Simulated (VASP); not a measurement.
# Ga3P2 (P-3m1) in VASP: relaxation of cell and atoms with PBE

Aim: the relaxation of cell and atoms of Ga3P2 with PBE.

All numbers are computed with VASP 6.6.1; they aren't measurements. Logs are shortened: lines on timing, memory, paths and dates and some standing lists are left out, and cuts for length are marked.

## (1) The cell of the first run

Symmetry: P-3m1, No. 164, trigonal system. The conventional cell has a = 4.170 Å, b = 4.170 Å, c = 6.636 Å, α = 90.00°, β = 90.00°, γ = 120.00°. Within 3.9 Å of Ga (site symmetry -3m) lie 6 P at 2.94 Å and 6 Ga at 3.36 Å. Ga (site symmetry 3m) has 4 P at 2.50 to 2.60 Å and 6 Ga at 3.10 to 3.36 Å within 3.4 Å. P (site symmetry 3m) has 7 Ga at 2.50 to 2.94 Å within 3.3 Å.

## (2) Relaxation of cell and atoms, PBE

The input, INCAR:

```
ALGO = Normal
EDIFF = 1E-7
EDIFFG = -0.01
ENCUT = 600
GGA = PE
IBRION = 2
ISIF = 3
ISMEAR = 0
LASPH = T
LCHARG = F
LREAL = F
LWAVE = F
NELM = 80
NSW = 100
PREC = Accurate
SIGMA = 0.1
```

The input, KPOINTS:

```
k-points
0
Gamma
  12 12 6
```

The input, POSCAR:

```
Ga3P2
1.0
    4.1700203244      0.0000000000      0.0000000000
   -2.0850101622      3.6113435353      0.0000000000
    0.0000000000      0.0000000000      6.6362869955
Ga P
3 2
Direct
    0.0000000000      0.0000000000      0.0000000000
    0.3333333333      0.6666666667      0.6465894053
    0.6666666667      0.3333333333      0.3534105947
    0.3333333333      0.6666666667      0.2547229121
    0.6666666667      0.3333333333      0.7452770879
```

Potentials or basis: VASP PAW PBE potentials, release 64 (Ga_d, P).

Command:

```bash
$ cat potpaw_PBE.64/Ga_d/POTCAR potpaw_PBE.64/P/POTCAR > POTCAR
$ mpirun -np 1 vasp_std > vasp.out
```

OUTCAR:

```text
EDIFF = 1E-7
   EDIFFG = -0.01
   ENCUT = 600
   GGA = PE
   IBRION = 2
   ISIF = 3
   ISMEAR = 0
   LASPH = T
   LREAL = F
   NELM = 80
   NSW = 100
   PREC = Accurate

 ion  position               nearest neighbor table
   1  0.000  0.000  0.000-
   2  0.333  0.667  0.647-   5 2.50   5 2.50   5 2.50   4 2.60
   3  0.667  0.333  0.353-   4 2.50   4 2.50   4 2.50   5 2.60
   4  0.333  0.667  0.255-   3 2.50   3 2.50   3 2.50   2 2.60
   5  0.667  0.333  0.745-   2 2.50   2 2.50   2 2.50   3 2.60

  LATTYP: Found a hexagonal cell.
 ALAT       =     4.1700203244
 C/A-ratio  =     1.5914279738

  Lattice vectors:

 A1 = (   4.1700203244,   0.0000000000,   0.0000000000)
 A2 = (  -2.0850101622,   3.6113435353,   0.0000000000)
 A3 = (   0.0000000000,   0.0000000000,   6.6362869955)

Analysis of symmetry for initial positions (statically):
=====================================================================
 Subroutine PRICEL returns:
 Original cell was already a primitive cell.

 Routine SETGRP: Setting up the symmetry group for a
 hexagonal supercell.

 Subroutine GETGRP returns: Found 12 space group operations
 (whereof 12 operations were pure point group operations)
 out of a pool of 24 trial point group operations.

The static configuration has the point symmetry D_3d.

Analysis of symmetry for dynamics (positions and initial velocities):
=====================================================================
 Subroutine PRICEL returns:
 Original cell was already a primitive cell.

 Routine SETGRP: Setting up the symmetry group for a
 hexagonal supercell.

 Subroutine GETGRP returns: Found 12 space group operations
 (whereof 12 operations were pure point group operations)
 out of a pool of 24 trial point group operations.

The dynamic configuration has the point symmetry D_3d.

 Subroutine INISYM returns: Found 12 space group operations
 (whereof 12 operations are pure point group operations),
 and found     1 'primitive' translations

----------------------------------------------------------------------------------------

                                     Primitive cell

  volume of cell :      99.9383

  direct lattice vectors                    reciprocal lattice vectors
     4.170020324  0.000000000  0.000000000     0.239806985  0.138452627  0.000000000
    -2.085010162  3.611343535  0.000000000     0.000000000  0.276905254  0.000000000
     0.000000000  0.000000000  6.636286995     0.000000000  0.000000000  0.150686672

  length of vectors
     4.170020324  4.170020324  6.636286995     0.276905254  0.276905254  0.150686672

  position of ions in fractional coordinates (direct lattice)
     0.000000000  0.000000000  0.000000000
     0.333333333  0.666666667  0.646589405
     0.666666667  0.333333333  0.353410595
     0.333333333  0.666666667  0.254722912
     0.666666667  0.333333333  0.745277088

  ion indices of the primitive-cell ions
   primitive index   ion index
                 1           1
                 2           2
                 3           3
                 4           4
                 5           5

----------------------------------------------------------------------------------------

 KPOINTS: k-points

Automatic generation of k-mesh.
 Grid dimensions read from file:
 generate k-points for:   12   12    6

 Generating k-lattice:

  Cartesian coordinates                     Fractional coordinates (reciprocal lattice)
     0.019983915  0.011537719  0.000000000     0.083333333 -0.000000000  0.000000000
     0.000000000  0.023075438  0.000000000     0.000000000  0.083333333  0.000000000
     0.000000000  0.000000000  0.025114445     0.000000000  0.000000000  0.166666667

  Length of vectors
     0.023075438  0.023075438  0.025114445

  Shift w.r.t. Gamma in fractional coordinates (k-lattice)
     0.000000000  0.000000000  0.000000000

 Subroutine IBZKPT returns following result:
 ===========================================

 Found    100 irreducible k-points:

 Following reciprocal coordinates:
            Coordinates               Weight
  0.000000  0.000000  0.000000      1.000000
  0.083333  0.000000  0.000000      6.000000
  0.166667  0.000000  0.000000      6.000000
  0.250000  0.000000  0.000000      6.000000
  0.333333  0.000000  0.000000      6.000000
  0.416667  0.000000  0.000000      6.000000
[... 16 lines left out ...]
  0.166667  0.000000  0.166667      6.000000
  0.000000  0.166667  0.166667      6.000000
 [... further k-points ...]
   k-points           NKPTS =    100   k-points in BZ     NKDIM =    100   number of bands    NBANDS=     29
   number of dos      NEDOS =    301   number of ions     NIONS =      5
   total plane-waves  NPLWV =  69984
   dimension x,y,z NGX =    36 NGY =   36 NGZ =   54
   dimension x,y,z NGXF=    72 NGYF=   72 NGZF=  108
   ions per type =               3   2
   NGX,Y,Z   is equivalent  to a cutoff of  14.35, 14.35, 13.53 a.u.
   NGXF,Y,Z  is equivalent  to a cutoff of  28.70, 28.70, 27.06 a.u.
 SYSTEM =  unknown system
   PREC   = accura    normal or accurate (medium, high low for compatibility)
   ISTART =      0    job   : 0-new  1-cont  2-samecut
   ICHARG =      2    charge: 1-file 2-atom 10-const
   ISPIN  =      1    spin polarized calculation?
   LNONCOLLINEAR =      F non collinear calculations
   LSORBIT =      F    spin-orbit coupling
   LASPH  =      T    aspherical Exc in radial PAW
   ENCUT  =  600.0 eV  44.10 Ry    6.64 a.u.   8.33  8.33 13.25*2*pi/ulx,y,z
   NELM   =     80;   NELMIN=  2; NELMDL= -5     # of ELM steps
   EDIFF  = 0.1E-06   stopping-criterion for ELM
   LREAL  =      F    real-space projection
   EDIFFG = -.1E-01   stopping-criterion for IOM
   NSW    =    100    number of steps for IOM
   IBRION =      2    ionic relax: 0-MD 1-quasi-New 2-CG
   NFREE  =      1    steps in history (QN), initial steepest desc. (CG)
   ISIF   =      3    stress and relaxation
   ISYM   =      2    0-nonsym 1-usesym 2-fastsym
   POTIM  = 0.5000    time-step for ionic-motion
   TEBEG  =    0.0;   TEEND  =   0.0 temperature during run
   PSTRESS=    0.0 pullay stress
   NELECT =      49.0000    total number of electrons
   NUPDOWN=      -1.0000    fix difference up-down
   EMIN   =  10.00;   EMAX   =-10.00  energy-range for DOS
   EFERMI =   0.00;   METHOD = LEGACY
   ISMEAR =     0;   SIGMA  =   0.10  broadening in eV -4-tet -1-fermi 0-gaus
   EFERMI_NEDOS =   21; number of points for ismear=-14 and -15
   IALGO  =     38    algorithm
   IMIX   =      4    mixing-type and parameters
     AMIX     =   0.40;   BMIX     =  1.00
     AMIX_MAG =   1.60;   BMIX_MAG =  1.00
  volume/ion in A,a.u.               =      19.99       134.88
  Fermi-wavevector in a.u.,A,eV,Ry     =   1.290911  2.439467 22.673429  1.666450
  Thomas-Fermi vector in A             =   2.422713
   LORBIT       =      0    0 simple, 1 ext, 2 COOP (PROOUT), +10 PAW based schemes
   GGA     = PE    functional components
   LHFCALC =     F    Hartree Fock is set to
   AEXX    =    0.0000 exact exchange contribution
   IVDW    =     0    specifies the selected vdW correction
   LEPSILON=     F    determine dielectric tensor
   LRPA    =     F    only Hartree local field effects (RPA)
 conjugate gradient relaxation of ions
 non-spin polarized calculation
 Gauss-broadening in eV      SIGMA  =   0.10
  energy-cutoff  :      600.00
  volume of cell :       99.94
 maximum number of plane-waves:      3393
 NGX is ok and might be reduce to    36
   NGX = 17   NGY = 17   NGZ = 27

--------------------------------------- Ionic step        1  -------------------------------------------

 number of electron      48.9999982 magnetization

 Free energy of the ion-electron system (eV)
  ---------------------------------------------------
  ext. energy  EPLUGINS =         0.00000000
  ---------------------------------------------------
  free energy    TOTEN  =       -19.53408023 eV

  energy without entropy =      -19.52530869  energy(sigma->0) =      -19.52969446

------------------------ aborting loop because EDIFF is reached ----------------------------------------

  FORCE on cell =-STRESS in cart. coord.  units (eV):
  Direction    XX          YY          ZZ          XY          YZ          ZX
  --------------------------------------------------------------------------------------
  -------------------------------------------------------------------------------------
  Total        0.2693881      0.2693881     -0.2430242     -0.0000000      0.0000000      0.0000000
  in kB        4.3187378      4.3187378     -3.8960807     -0.0000000      0.0000000      0.0000000
  external PRESSURE =       1.5804650 kB  Pullay stress =       0.0000000 kB
[... 98 lines left out ...]
  FREE ENERGIE OF THE ION-ELECTRON SYSTEM (eV)
  ---------------------------------------------------
  free  energy   TOTEN  =       -19.5368189177 eV

  energy  without entropy=      -19.5299669983  energy(sigma->0) =      -19.53339296

[... ionic steps 4 to 9 ...]

--------------------------------------- Ionic step       10  -------------------------------------------

 number of electron      49.0000018 magnetization

------------------------ aborting loop because EDIFF is reached ----------------------------------------

  FORCE on cell =-STRESS in cart. coord.  units (eV):
  Direction    XX          YY          ZZ          XY          YZ          ZX
  --------------------------------------------------------------------------------------
  -------------------------------------------------------------------------------------
  Total       -0.0701080     -0.0701080     -0.0777787      0.0000000      0.0000000      0.0000000
  in kB       -1.1246520     -1.1246520     -1.2477028      0.0000000      0.0000000      0.0000000
  external PRESSURE =      -1.1656690 kB  Pullay stress =       0.0000000 kB
[... 63 lines left out ...]
  energy  without entropy=      -19.5327858480  energy(sigma->0) =      -19.53598351

--------------------------------------- Ionic step       12  -------------------------------------------

 number of electron      49.0000018 magnetization

 Free energy of the ion-electron system (eV)
  ---------------------------------------------------
  ext. energy  EPLUGINS =         0.00000000
  ---------------------------------------------------
  free energy    TOTEN  =       -19.53927499 eV

  energy without entropy =      -19.53279204  energy(sigma->0) =      -19.53603352

 E-fermi :   5.6509     XC(G=0): -10.2246

 val. band max:        5.6464670081   @ k =   0.3333   0.0000   0.0000
 cond. band min:       5.6556402827   @ k =   0.0833   0.0000   0.3333
 fundamental gap:      0.0091732746
 Fermi energy:         5.6508504611

 k-point     1 :       0.0000    0.0000    0.0000
  band No.  band energies     occupation
      1      -9.7468      2.00000
      2      -9.6547      2.00000
      3      -9.6547      2.00000
      4      -9.6445      2.00000
      5      -9.6445      2.00000
      6      -9.5785      2.00000
[... 757 lines left out ...]
     28       7.7511      0.00000
     29       8.1893      0.00000

 [... further k-points ...]

------------------------ aborting loop because EDIFF is reached ----------------------------------------

  FORCE on cell =-STRESS in cart. coord.  units (eV):
  Direction    XX          YY          ZZ          XY          YZ          ZX
  --------------------------------------------------------------------------------------
  -------------------------------------------------------------------------------------
  Total       -0.0099062     -0.0099062     -0.0275691     -0.0000000      0.0000000      0.0000000
  in kB       -0.1592462     -0.1592462     -0.4431846     -0.0000000      0.0000000      0.0000000
  external PRESSURE =      -0.2538924 kB  Pullay stress =       0.0000000 kB
[... 20 lines left out ...]
  FREE ENERGIE OF THE ION-ELECTRON SYSTEM (eV)
  ---------------------------------------------------
  free  energy   TOTEN  =       -19.5392749872 eV

  energy  without entropy=      -19.5327920439  energy(sigma->0) =      -19.53603352

 reached required accuracy - stopping structural energy minimisation
```

Wall time 40 min (1 thread of AMD EPYC 7R13 (Zen 3), shared host); peak memory 0.42 GiB.

Results:

- Free energy: -19.5393 eV
- Relaxed volume: 19.93 Å³/atom
- Relaxed cell: a = 4.207 Å, b = 4.207 Å, c = 6.503 Å, α = 90.00°, β = 90.00°, γ = 120.00°
- Space group after relaxing (to 0.1 Å): P-3m1 (No. 164)
- Energy gained by relaxing: 1.0 meV/atom
- Ionic steps: 12
- Pressure after relaxing: 0.0 GPa
- Largest force after relaxing: 0.003 eV/Å
- Band gap on the k mesh: zero (an odd number of electrons rules out a gap without spin polarisation)

Forces on the atoms (eV/Å):
```
Ga   0.000  0.000  0.000
Ga   0.000  0.000 -0.003
Ga   0.000  0.000  0.003
P    0.000  0.000 -0.003
P    0.000  0.000  0.003
```

The path:
```
step  energy change (eV)  largest force (eV/Å)  pressure (GPa)  volume (Å³)
   1              0.0000                0.0323            0.16        99.94
   2             -0.0017                0.0254           -0.03       100.22
   3             -0.0027                0.0351           -0.38       100.78
   4             -0.0028                0.0244           -0.28       100.65
   5             -0.0038                0.0504           -0.04       100.19
   6             -0.0038                0.0542            0.02       100.12
   7             -0.0042                0.0422            0.01       100.04
   8             -0.0050                0.0261            0.05        99.78
   9             -0.0050                0.0261            0.05        99.68
  10             -0.0051                0.0093           -0.12        99.88
  11             -0.0051                0.0116           -0.06        99.80
  12             -0.0052                0.0031           -0.03        99.67
```

Final structure:
```xyz
5
Lattice="4.2068 0.0000 0.0000 -2.1034 3.6432 0.0000 0.0000 0.0000 6.5029" Properties=species:S:1:pos:R:3 pbc="T T T"
Ga    0.0000    0.0000    6.5029
Ga    0.0000    2.4288    4.2196
Ga    2.1034    1.2144    2.2834
P     0.0000    2.4288    1.6507
P     2.1034    1.2144    4.8522
```

Levels at points of the mesh, in eV from the Fermi level:
```tsv
k point	band 23	band 24	band 25	band 26	band 27	band 28
(0.00, 0.00, 0.00)	-1.70	-1.70	-0.93	1.21	1.21	1.40
(0.50, 0.00, 0.00)	-2.39	-1.77	-0.11	0.42	1.80	3.62
(0.00, 0.00, 0.50)	-1.80	-1.80	-0.77	0.49	0.98	0.98
(0.50, 0.00, 0.50)	-2.69	-2.60	-0.96	0.29	1.61	3.57
```
